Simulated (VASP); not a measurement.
## Mg: single point with r2SCAN

The system is Mg.

```
Mg
1.0
     0.00000    2.24426    2.24426
     2.24426    0.00000    2.24426
     2.24426    2.24426    0.00000
Mg
1
Cartesian
  0.0000 0.0000 0.0000
```

This isn't the form of Mg at room conditions, which is hcp.

* Program: VASP 6.6.1
* Task: single point
* Functional: r2SCAN
* Potentials or basis: VASP PAW PBE potentials, release 64 (Mg)
* Cutoff: 660 eV
* k mesh: 8 × 8 × 8
* Occupations: fermi-dirac, width 0.1 eV
* Spin: no spin polarisation

```
Pressure               : 0.0 GPa
Band gap on the k mesh : zero (bands 1 and 2 overlap by 2.76 eV)
```

Levels at points of the mesh, in eV from the Fermi level:
```
           k point  band 1  band 2  band 3  band 4  band 5
(0.00, 0.00, 0.00)   -7.24   13.50   13.50   13.50   15.84
(0.50, 0.00, 0.00)   -1.74   -1.03   12.31   12.31   13.43
(0.50, 0.50, 0.00)   -0.08    1.11    6.68    7.76    7.76
```

Wall time 19 s on 1 thread of Intel(R) Xeon(R) Platinum 8488C (Sapphire Rapids) (shared host), peak memory 0.15 GiB.

Caveat: the PAW data sets were made with another functional, which shifts forces and pressure a little.
